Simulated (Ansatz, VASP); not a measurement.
# Te in VASP and in Ansatz

File INCAR:

```
PREC = Accurate
ENCUT = 520
EDIFF = 1E-8
ISMEAR = -1
SIGMA = 0.05
LREAL = F
LASPH = T
NELM = 100
ALGO = Normal
ISIF = 2
LWAVE = F
LCHARG = F
LEFG = T
NBANDS = 16
```

The input KPOINTS:

```
regular mesh
0
Gamma
  8 8 8
```

Contents of POSCAR:

```
Te
1.0
    4.2898182317     -2.4024035783      0.0000000000
    4.2898182317      2.4024035783      0.0000000000
   -0.1321666442      0.0000000000      4.0094263667
Te
3
Direct
    0.6760000000      0.6760000000      0.6750000000
    0.3240000000      0.3240000000      0.3250000000
    0.0000000000      0.0000000000      0.0000000000
```

Input for Ansatz:

```yaml
crystal:
  lattice:
    - [4.2898182317, -2.4024035783, 0.0]
    - [4.2898182317, 2.4024035783, 0.0]
    - [-0.1321666442, 0.0, 4.0094263667]
  atoms:
    - { symbol: Te, position: [0.676, 0.676, 0.675] }
    - { symbol: Te, position: [0.324, 0.324, 0.325] }
    - { symbol: Te, position: [0.0, 0.0, 0.0] }
kpoints:
  mp_grid: { grid: [8, 8, 8] }
scf:
  occupations: { method: fermi_dirac, width: 0.05 }
hamiltonian:
  xc: lda
  pseudopotentials: { kind: all_electron, datasets: crystal }
output:
  forces: true
  stress: true
  eigenvalues: true
  efg: { contact_densities: true }
```

Change from the starting cell: volume scaled by 1.04, crystal datasets.

Alike in both runs: task electric field gradients; functional LDA; k mesh 8 × 8 × 8; occupations fermi-dirac, width 0.05 eV; no spin polarisation.

|  | VASP | Ansatz |
| --- | --- | --- |
| version | VASP 6.6.1 | Ansatz 0.2.0 |
| potentials or method | VASP PAW LDA potentials, release 64 (Te), cutoff 520 eV | all-electron PAW with datasets made for the crystal, scalar-relativistic |

|  | VASP | Ansatz | Ansatz less VASP |
| --- | --- | --- | --- |
| pressure (GPa) | 1.7 | 1.7 | -0.07 |
| traceless stress, the component that is largest in VASP (GPa) | 1.98 | 2.05 | +0.071 |
| rms of the force components (eV/Å) | 0.170 | 0.166 | -0.0042 |
| size of Vzz on the site where it differs most (V/Å²) | 313.8 | 325.4 | +11.64 |

LDA's correlation is that of Perdew and Zunger in VASP and of Perdew and Wang (1992) in Ansatz. Atom by atom the forces differ by 0.005 eV/Å (rms over components). Ansatz ran all-electron here, and VASP with PAW potentials.

Neither program's run includes spin-orbit coupling.
